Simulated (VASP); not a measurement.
# NbSi (CsCl type): single point with LDA

Crystal: NbSi (CsCl type).

```
CELL_PARAMETERS angstrom
3.00267 0.00000 0.00000
0.00000 3.00267 0.00000
0.00000 0.00000 3.00267
ATOMIC_POSITIONS crystal
Nb 0.00000 0.00000 0.00000
Si 0.50000 0.50000 0.50000
```

This cell differs from its parent crystal: volume scaled by 0.9.

```json
{"Program": "VASP 6.6.1", "Task": "single point", "Functional": "LDA", "Potentials or basis": "VASP PAW LDA potentials, release 64 (Nb_sv, Si)", "Cutoff": "520 eV", "k mesh": "14 × 14 × 14", "Occupations": "fermi-dirac, width 0.1 eV", "Spin": "no spin polarisation"}
```

| Item | Value |
| --- | --- |
| Pressure | 24.6 GPa |

Levels at points of the mesh, in eV from the Fermi level:
| k point | band 5 | band 6 | band 7 | band 8 | band 9 | band 10 | band 11 | band 12 |
| --- | --- | --- | --- | --- | --- | --- | --- | --- |
| (0.00, 0.00, 0.00) | -11.85 | -3.35 | -3.35 | 2.62 | 2.62 | 2.62 | 2.97 | 2.97 |
| (0.50, 0.00, 0.00) | -8.10 | -6.93 | -1.95 | -1.32 | -1.32 | 3.24 | 5.11 | 5.16 |
| (0.50, 0.50, 0.00) | -8.73 | -2.92 | -2.92 | -2.57 | 0.18 | 0.18 | 5.08 | 5.32 |
| (0.50, 0.50, 0.50) | -5.97 | -5.97 | -5.97 | -3.52 | 4.55 | 4.55 | 4.55 | 5.27 |

Wall time 44 s on 1 thread of Intel Xeon 8259CL (shared host), peak memory 0.17 GiB.
